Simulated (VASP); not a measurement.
Input of a VASP 6.6.1 run:

The input INCAR:

```
ALGO = Normal
EDIFF = 1E-7
ENCUT = 520
GGA = PS
ISIF = 2
ISMEAR = -1
ISPIN = 2
LASPH = T
LCHARG = T
LELF = T
LMAXMIX = 4
LORBIT = 11
LREAL = F
LVHAR = T
LWAVE = F
MAGMOM = 0 4 0 0
NBANDS = 29
NELM = 150
PREC = Accurate
SIGMA = 0.05
```

KPOINTS

```
k-points
0
Gamma
  10 10 10
```

The input POSCAR:

```
RbMnSe2
1.0
   -1.8768626493      1.8768626493      6.5604922096
    1.8768626493     -1.8768626493      6.5604922096
    1.8768626493      1.8768626493     -6.5604922096
Rb Mn Se
1 1 2
Direct
    0.0000000000      0.0000000000      0.0000000000
    0.2500000000      0.7500000000      0.5000000000
    0.6525790000      0.6525790000      0.0000000000
    0.3474210000      0.3474210000      0.0000000000
```

Potentials or basis: VASP PAW PBE potentials, release 64 (Rb_sv, Mn_pv, Se).

Launch:

```sh
$ cat potpaw_PBE.64/Rb_sv/POTCAR potpaw_PBE.64/Mn_pv/POTCAR potpaw_PBE.64/Se/POTCAR > POTCAR
$ mpirun -np 1 vasp_std > vasp.out
```

Estimate the net moment.

3.74 μB per cell.

Estimate the site moments.

Rb +0.02; Mn +3.25; Se +0.02 μB.

Estimate the largest force.

0.886 eV/Å.

Forces on the atoms (eV/Å):
```
Rb   0.000  0.000  0.000
Mn   0.000  0.000  0.000
Se   0.000  0.000 -0.886
Se   0.000  0.000  0.886
```

Caveat: the PAW data sets were made with another functional, which shifts forces and pressure a little; a cell with one magnetic atom can't hold antiferromagnetic order, which such compounds often take.
